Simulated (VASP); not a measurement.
# Cr: relaxation of cell and atoms with revPBE

Cr:

```
CELL_PARAMETERS angstrom
2.56926 0.00000 0.00000
-1.28463 2.22504 0.00000
0.00000 0.00000 8.39120
ATOMIC_POSITIONS crystal
Cr 0.00000 0.00000 0.00000
Cr 0.00000 0.00000 0.50000
Cr 0.33333 0.66667 0.25000
Cr 0.66667 0.33333 0.75000
```

This isn't the form of Cr at room conditions, which is bcc.

* Program: VASP 6.6.1
* Task: relaxation of cell and atoms
* Functional: revPBE
* Potentials or basis: VASP PAW PBE potentials, release 64 (Cr_pv)
* Cutoff: 500 eV
* k mesh: 14 × 14 × 4
* Occupations: fermi-dirac, width 0.05 eV
* Spin: collinear spin, antiferromagnetic start
* Starting moments: [1.5, 1.5, -1.5, -1.5] μB
* Dipole correction: no
* Further INCAR settings: ALGO = Normal; EDIFF = 1e-07; IBRION = 2; EDIFFG = -0.01; NSW = 80; ISIF = 3

```yaml
Relaxed_volume: 12.05 Å³/atom
Relaxed_cell: a = 2.509 Å, b = 2.509 Å, c = 8.845 Å, α = 90.00°, β = 90.00°, γ = 120.00°
Space_group_after_relaxing_to_0.1_Å: P6_3/mmc (No. 194)
Energy_gained_by_relaxing: 23.5 meV/atom
Ionic_steps: 8
Pressure_after_relaxing: -0.1 GPa
Net_moment: 0.00 μB per cell
Valence_electrons_inside_the_program's_atomic_spheres: Cr 11.00
```

Stress tensor (GPa, compression positive):
```
-0.12  0.00  0.00
 0.00 -0.12  0.00
 0.00  0.00  0.00
```

Step by step:
```csv
step,energy change (eV),largest force (eV/Å),pressure (GPa),volume (Å³)
1,0.0000,0.0000,0.77,47.97
2,-0.0379,0.0000,-1.10,48.36
3,-0.0813,0.0000,-3.93,49.03
4,-0.0914,0.0000,-1.57,48.55
5,-0.0914,0.0000,-1.59,48.56
6,-0.0937,0.0000,-0.70,48.35
7,-0.0941,0.0000,-0.11,48.22
8,-0.0941,0.0000,-0.08,48.22
```

Final structure:
```xyz
4
Lattice="2.5089 0.0000 0.0000 -1.2544 2.1728 0.0000 0.0000 0.0000 8.8448" Properties=species:S:1:pos:R:3 pbc="T T T"
Cr    0.0000    0.0000    0.0000
Cr    0.0000    0.0000    4.4224
Cr    0.0000    1.4485    2.2112
Cr    1.2544    0.7243    6.6336
```

Levels at points of the mesh, in eV from the Fermi level:
Spin up:
| k point | band 22 | band 23 | band 24 | band 25 | band 26 | band 27 |
| --- | --- | --- | --- | --- | --- | --- |
| (0.00, 0.00, 0.00) | -0.34 | -0.34 | -0.19 | -0.19 | -0.13 | -0.08 |
| (0.50, 0.00, 0.00) | -0.30 | -0.20 | 0.90 | 0.91 | 1.70 | 2.26 |
| (0.00, 0.00, 0.50) | -0.36 | -0.36 | -0.36 | -0.17 | -0.17 | -0.17 |
| (0.50, 0.00, 0.50) | 0.10 | 0.10 | 0.10 | 0.63 | 0.63 | 1.84 |
Spin down:
```csv
k point,band 21,band 22,band 23,band 24,band 25,band 26,band 27,band 28
"(0.00, 0.00, 0.00)",-0.43,-0.34,-0.34,-0.19,-0.19,-0.13,-0.08,-0.08
"(0.50, 0.00, 0.00)",-0.74,-0.30,-0.20,0.90,0.91,1.70,2.26,2.28
"(0.00, 0.00, 0.50)",-0.36,-0.36,-0.36,-0.36,-0.17,-0.17,-0.17,-0.17
"(0.50, 0.00, 0.50)",0.10,0.10,0.10,0.10,0.63,0.63,1.84,1.84
```

It took 29 min on 1 thread of Oxide Virtual Turin-like Processor, on a shared host, peak memory 0.24 GiB.

Caveat: the highest band is partly filled, so the run has too few bands; the moments typed at the start vanished in this run; the PAW data sets were made with another functional, which shifts forces and pressure a little.
